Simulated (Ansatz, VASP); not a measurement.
## Si2Ni in VASP and in Ansatz

Contents of INCAR:

```
  ALGO = Normal
  EDIFF = 1E-6
  ENCUT = 520
  GGA = PE
  ISIF = 2
  ISMEAR = 0
  LASPH = True
  LCHARG = True
  LELF = True
  LREAL = False
  LVHAR = True
  LWAVE = False
  NBANDS = 16
  NELM = 60
  PREC = Accurate
  SIGMA = 0.15
```

File KPOINTS:

```
k-points
0
Gamma
  16 16 16
```

File POSCAR:

```
Si2Ni
1.0
    0.0000000000      2.6417105182      2.8051152926
    2.6417105182      0.0000000000      2.8051152926
    2.6417105182      2.6417105182      0.0000000000
Si Ni
2 1
Direct
    0.2500000000      0.2500000000      0.2500000000
    0.7500000000      0.7500000000      0.7500000000
    0.0000000000      0.0000000000      0.0000000000
```

Input for Ansatz:

```yaml
crystal:
  lattice:
    - [0.0, 2.6417105182, 2.8051152926]
    - [2.6417105182, 0.0, 2.8051152926]
    - [2.6417105182, 2.6417105182, 0.0]
  atoms:
    - { symbol: Si, position: [0.25, 0.25, 0.25] }
    - { symbol: Si, position: [0.75, 0.75, 0.75] }
    - { symbol: Ni, position: [0.0, 0.0, 0.0] }
basis:
  ecutwfc: 420
kpoints:
  mp_grid: { grid: [16, 16, 16] }
hamiltonian:
  xc: pbe
scf:
  occupations: { method: gaussian, width: 0.15 }
output:
  forces: true
  stress: true
  eigenvalues: true
```

Change from the starting cell: strain -0.030 along x and y, +0.030 along z, atoms carried along.

Alike in both runs: task single point; functional PBE; k mesh 16 × 16 × 16; occupations gaussian, width 0.15 eV; no spin polarisation.

|  | VASP | Ansatz |
| --- | --- | --- |
| version | VASP 6.6.1 | Ansatz 0.2.0 |
| potentials or method | VASP PAW PBE potentials, release 64 (Si, Ni), cutoff 520 eV | scalar-relativistic, plane waves, PAW |
| valence electrons in the cell | 18 | 26 |

Ansatz gave:

* gap on the k mesh at the Fermi level (eV): none
* pressure (GPa): 4.8
* traceless stress, the component that is largest in VASP (GPa): -2.39

Q: Which values does VASP return?

A: gap on the k mesh at the Fermi level (eV): none; pressure (GPa): 4.6; traceless stress, the component that is largest in VASP (GPa): -2.32.

A gap of «none» marks a metal or a gap that the smearing closes. VASP's potentials hold 18 valence electrons a cell and Ansatz's 26, so a difference there can come from the potentials and not from the codes.
